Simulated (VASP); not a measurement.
A run of VASP 6.6.1:

INCAR

```
SYSTEM = Ir
  PREC = Accurate
  ENCUT = 560
  EDIFF = 1E-6
  ISMEAR = -1
  SIGMA = 0.1
  LREAL = .False.
  LASPH = .True.
  NELM = 120
  ALGO = Normal
  ISIF = 2
  LWAVE = .False.
  LCHARG = .False.
  NBANDS = 42
  GGA_COMPAT = .False.
```

Contents of KPOINTS:

```
Automatic mesh
0
Gamma
  15 15 4
  0 0 0
```

Contents of POSCAR:

```
Ir
1.0
    2.6969985477      0.0000000000      0.0000000000
   -1.3484992739      2.3356692563      0.0000000000
    0.0000000000      0.0000000000      8.8111811327
Ir
4
Direct
    1.0000000000      1.0000000000      1.0000000000
    1.0000000000      1.0000000000      0.5000000000
    0.3333333333      0.6666666667      0.2500000000
    0.6666666667      0.3333333333      0.7500000000
```

Potentials or basis: VASP PAW LDA potentials, release 64 (Ir_sv_GW).

Launch:

```sh
$ cat potpaw_LDA.64/Ir_sv_GW/POTCAR > POTCAR
$ mpirun -np 1 vasp_std > vasp.out
```

Hardware: 1 thread of Intel(R) Xeon(R) Platinum 8559C (Emerald Rapids) (shared host).

Q: How long does it take, and how much memory?

A: Run time: 2.3 min on 1 thread of Intel(R) Xeon(R) Platinum 8559C (Emerald Rapids), with other jobs on the host, peak memory 0.28 GiB. Counts: scf iterations 15, k points 81.
